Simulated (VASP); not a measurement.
## BrH: single point with PBE+D3(BJ)

System: BrH, in a box.

```
CELL_PARAMETERS angstrom
11.70158 0.00000 0.00000
0.00000 12.20158 0.00000
0.00000 0.00000 12.70158
ATOMIC_POSITIONS crystal
Br 0.53322 0.52068 0.45172
H 0.47704 0.49309 0.54829
```

| Item | Value |
| --- | --- |
| Program | VASP 6.6.1 |
| Task | single point |
| Functional | PBE |
| Dispersion | D3(BJ) |
| Potentials or basis | VASP PAW PBE potentials, release 64 (Br, H) |
| Cutoff | 400 eV |
| k mesh | 1 × 1 × 1 |
| Occupations | gaussian, width 0.005 eV |
| Spin | no spin polarisation |
| Dipole correction | no |
| Further INCAR settings | ALGO = Normal; EDIFF = 1e-06; NBANDS = 11; NELMDL = -8 |

The largest force is 0.018 eV/Å. The gap between the frontier levels is 5.90 eV. The dispersion energy per atom is -0.005 eV.

Forces in eV/Å, atoms in the order of the input:
```
Br   0.009  0.004 -0.015
H   -0.009 -0.004  0.015
```

Levels at points of the mesh, in eV from the valence-band top:
| k point | band 1 | band 2 | band 3 | band 4 | band 5 | band 6 | band 7 | band 8 | band 9 |
| --- | --- | --- | --- | --- | --- | --- | --- | --- | --- |
| (0.00, 0.00, 0.00) | -13.06 | -3.66 | 0.00 | 0.00 | 5.90 | 7.24 | 7.94 | 7.99 | 8.07 |

Wall time 2.5 min on 1 thread of Intel Xeon 8259CL (shared host), peak memory 0.92 GiB.
